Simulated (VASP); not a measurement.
Crystal: PbS (Galena).

```
CELL_PARAMETERS angstrom
0.00000 2.97057 2.97057
2.97057 0.00000 2.97057
2.97057 2.97057 0.00000
ATOMIC_POSITIONS crystal
Pb 0.00000 0.00000 0.00000
S 0.50000 0.50000 0.50000
```

Program: VASP 6.6.1. Alike in all runs: task single point; no spin polarisation; cell as given; smearing gaussian 0.01 eV.

Question: Order these runs on this cell by their pressure, lowest first.
A. level PBEsol; potentials or basis VASP PAW PBE potentials, release 64 (Pb_d, S); k mesh 6 × 6 × 6; cutoff (eV) 500
B. level r2SCAN; potentials or basis VASP PAW PBE potentials, release 64 (Pb_d, S); k mesh 6 × 6 × 6; cutoff (eV) 550
C. level LDA; potentials or basis VASP PAW LDA potentials, release 64 (Pb_d, S); k mesh 4 × 4 × 4; cutoff (eV) 500

Answer: C (-2.7 GPa), A (-1.2 GPa), B (1.0 GPa).

Caveats: some runs use coarse meshes; the PAW data sets were made with another functional, which shifts forces and pressure a little (some runs).
